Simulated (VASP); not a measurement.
# Sr (Cmcm) in VASP: a series of runs, part 2 of 2

VASP 6.6.1. The steps go on from the part before.

## (3) Single point, LDA

This run uses another cell than the first one, of 47.80 Å³/atom.

INCAR

```
PREC = Accurate
ENCUT = 520
EDIFF = 1E-6
ISMEAR = 0
SIGMA = 0.15
LREAL = F
LASPH = T
NELM = 100
ALGO = Fast
ISIF = 2
LWAVE = F
LCHARG = T
GGA = CA
LELF = T
LVHAR = T
NBANDS = 17
```

KPOINTS

```
Automatic mesh
0
Gamma
  12 12 8
```

POSCAR

```
Sr
1.0
    4.0068673272      0.0000000000      0.0000000000
   -2.0034336636      3.5528298300      0.0000000000
    0.0000000000      0.0000000000      6.7154259278
Sr
2
Direct
    0.3333333333      0.6666666667      0.2500000000
    0.6666666667      0.3333333333      0.7500000000
```

Potentials or basis: VASP PAW LDA potentials, release 64 (Sr_sv).

Launch:

```sh
cat potpaw_LDA.64/Sr_sv/POTCAR > POTCAR
mpirun -np 1 vasp_std > vasp.out
```

It took 5.4 min on 1 thread of Intel Xeon Platinum 8259CL at 2.50GHz (Skylake/Cascade Lake), shared host; peak memory 0.39 GiB.

The run converged. Its results:

* Free energy: -3.7909 eV
* Pressure: 0.3 GPa
* Largest force: 0.024 eV/Å
* Band gap on the k mesh: zero (bands 10 and 11 overlap by 0.22 eV)

Forces on the atoms (eV/Å):
```
Sr   0.000  0.024  0.000
Sr   0.000 -0.024  0.000
```

Stress tensor (GPa, compression positive):
```
0.60 0.00 0.00
0.00 0.09 0.00
0.00 0.00 0.12
```

Levels at points of the mesh, in eV from the Fermi level:
```
           k point  band 7  band 8  band 9  band 10  band 11  band 12  band 13  band 14
(0.00, 0.00, 0.00)  -18.13  -18.12   -3.86    -1.29     0.29     2.25     2.28     2.52
(0.50, 0.00, 0.00)  -18.20  -18.18   -1.11    -0.47    -0.07     0.26     1.44     2.08
(0.00, 0.50, 0.00)  -18.20  -18.17   -1.18    -0.53    -0.08     0.23     1.39     1.98
(0.00, 0.00, 0.50)  -18.14  -18.14   -2.81    -2.81     1.25     1.25     2.27     2.27
(0.50, 0.00, 0.50)  -18.21  -18.21   -0.91    -0.91     0.45     0.45     1.39     1.39
(0.00, 0.50, 0.50)  -18.20  -18.20   -0.96    -0.96     0.39     0.39     1.34     1.34
```

## (4) Single point, LDA

This run uses another cell than the first one, of 50.08 Å³/atom.

INCAR

```
PREC     = Accurate       # precision mode
ENCUT    = 520            # plane-wave cutoff, eV
EDIFF    = 1E-6           # SCF threshold, eV
ISMEAR   = 0              # smearing method
SIGMA    = 0.15           # smearing width, eV
LREAL    = False          # projectors in reciprocal space
LASPH    = True           # aspherical terms in the spheres
NELM     = 60             # most SCF steps
ALGO     = Fast           # electronic algorithm
ISIF     = 2              # what is computed and relaxed
LWAVE    = False          # write WAVECAR
LCHARG   = False          # write CHGCAR
NBANDS   = 17             # bands
```

KPOINTS is that of step 3.

POSCAR

```
Sr
1.0
    4.1980417077      0.0000000000      0.0000000000
   -2.0990208539      3.5528298300      0.0000000000
    0.0000000000      0.0000000000      6.7154259278
Sr
2
Direct
    0.3333333333      0.6666666667      0.2500000000
    0.6666666667      0.3333333333      0.7500000000
```

Potentials or basis: VASP PAW LDA potentials, release 64 (Sr_sv).

Launch:

```sh
cat potpaw_LDA.64/Sr_sv/POTCAR > POTCAR
mpirun -np 1 vasp_std > vasp.out
```

OUTCAR:

```text
PREC = Accurate
   ENCUT = 520
   EDIFF = 1E-6
   ISMEAR = 0
   LREAL = False
   LASPH = True
   NELM = 60
   ISIF = 2

 ion  position               nearest neighbor table
   1  0.333  0.667  0.250-   2 4.11   2 4.11   2 4.13   2 4.13   2 4.13   2 4.13
   2  0.667  0.333  0.750-   1 4.11   1 4.11   1 4.13   1 4.13   1 4.13   1 4.13

  Warning from LATTYP: Monoclinic adjustment (A1->A3, A2->A1, A3->A2)!
  LATTYP: Found a base centered orthorhombic cell.
 ALAT       =     4.1980417077
 B/A-ratio  =     1.6926129264
 C/A-ratio  =     1.5996567913

  Lattice vectors:

 A1 = (   2.0990208539,  -3.5528298300,   0.0000000000)
 A2 = (   2.0990208538,   3.5528298300,   0.0000000000)
 A3 = (   0.0000000000,   0.0000000000,   6.7154259278)

Analysis of symmetry for initial positions (statically):
=====================================================================
 Subroutine PRICEL returns:
 Original cell was already a primitive cell.

 Routine SETGRP: Setting up the symmetry group for a
 base centered orthorhombic supercell.

 Subroutine GETGRP returns: Found  8 space group operations
 (whereof  4 operations were pure point group operations)
 out of a pool of  8 trial point group operations.
[... 160 lines left out ...]
  ext. energy  EPLUGINS =         0.00000000
  ---------------------------------------------------
  free energy    TOTEN  =        -3.78966976 eV

  energy without entropy =       -3.76206208  energy(sigma->0) =       -3.77586592

 E-fermi :   1.7545     XC(G=0):  -7.8548

 val. band max:        1.7523455191   @ k =   0.0000   0.4167   0.0000
 cond. band min:       1.7574645520   @ k =   0.5000   0.1667   0.0000
 fundamental gap:      0.0051190329
 Fermi energy:         1.7544839661

 k-point     1 :       0.0000    0.0000    0.0000
  band No.  band energies     occupation
      1     -34.5250      2.00000
      2     -34.5016      2.00000
      3     -16.7716      2.00000
      4     -16.5295      2.00000
      5     -16.5266      2.00000
      6     -16.4899      2.00000
[... 457 lines left out ...]
      4     -16.6755      2.00000
      5     -16.6349      2.00000
      6     -16.6163      2.00000
[... 9 lines left out ...]
     16       5.9705      0.00000
     17       6.0728      0.00000

 [... further k-points ...]
[... 5 lines left out ...]
  --------------------------------------------------------------------------------------
  -------------------------------------------------------------------------------------
  Total       -0.4023786     -0.1375919     -0.0574617      0.0000000      0.0000000      0.0000000
  in kB       -6.4365148     -2.2009424     -0.9191662      0.0000000      0.0000000      0.0000000
  external PRESSURE =      -3.1855411 kB  Pullay stress =       0.0000000 kB

 VOLUME and BASIS-vectors are now :
 -----------------------------------------------------------------------------
  energy-cutoff  :      520.00
  volume of cell :      100.16
      direct lattice vectors                 reciprocal lattice vectors
     4.198041708  0.000000000  0.000000000     0.238206304  0.140732887  0.000000000
    -2.099020854  3.552829830  0.000000000     0.000000000  0.281465775  0.000000000
     0.000000000  0.000000000  6.715425928     0.000000000  0.000000000  0.148910882

 POSITION                                       TOTAL-FORCE (eV/Angst)
 -----------------------------------------------------------------------------------
     -0.00000      2.36855      1.67886         0.000000     -0.023430      0.000000
      2.09902      1.18428      5.03657        -0.000000      0.023430      0.000000
 -----------------------------------------------------------------------------------
    total drift:                               -0.000000      0.000000     -0.000000

  FREE ENERGIE OF THE ION-ELECTRON SYSTEM (eV)
  ---------------------------------------------------
  free  energy   TOTEN  =        -3.7896697641 eV

  energy  without entropy=       -3.7620620798  energy(sigma->0) =       -3.77586592
```

Run time: 4.3 min. Hardware: 1 thread of Intel Xeon Platinum 8259CL at 2.50GHz (Skylake/Cascade Lake), shared host; peak memory 0.41 GiB.

What came out:

- Free energy: -3.7897 eV
- Pressure: -0.3 GPa
- Largest force: 0.023 eV/Å
- Band gap on the k mesh: zero (bands 10 and 11 overlap by 0.17 eV)

Forces in eV/Å, atoms in the order of the input:
```
Sr   0.000 -0.023  0.000
Sr   0.000  0.023  0.000
```

Stress tensor (GPa, compression positive):
```
-0.64  0.00  0.00
 0.00 -0.22  0.00
 0.00  0.00 -0.09
```

## (5) The runs side by side

| cell | further INCAR settings | gap on the mesh (eV) | pressure (GPa) | largest force (eV/Å) |
| --- | --- | --- | --- | --- |
| a = 3.911, b = 4.055, c = 6.715 Å, angles 90.0, 90.0, 118.8°, 2 atoms | ALGO = Fast; EDIFF = 1e-07; NBANDS = 17 | none | 0.6 | 0.05 |
| a = 4.007, b = 4.079, c = 6.715 Å, angles 90.0, 90.0, 119.4°, 2 atoms | ALGO = Fast; EDIFF = 1e-06; NBANDS = 17 | none | 0.3 | 0.02 |
| a = 4.198, b = 4.127, c = 6.715 Å, angles 90.0, 90.0, 120.6°, 2 atoms | ALGO = Fast; EDIFF = 1e-06; NBANDS = 17 | none | -0.3 | 0.02 |

Alike in all rows: task single point; level LDA; potentials or basis VASP PAW LDA potentials, release 64 (Sr_sv); no spin polarisation; k mesh 12 × 12 × 8; cutoff (eV) 520; smearing gaussian 0.15 eV.

Total energies depend on the potentials used, so only differences within one code and one set of settings carry meaning.
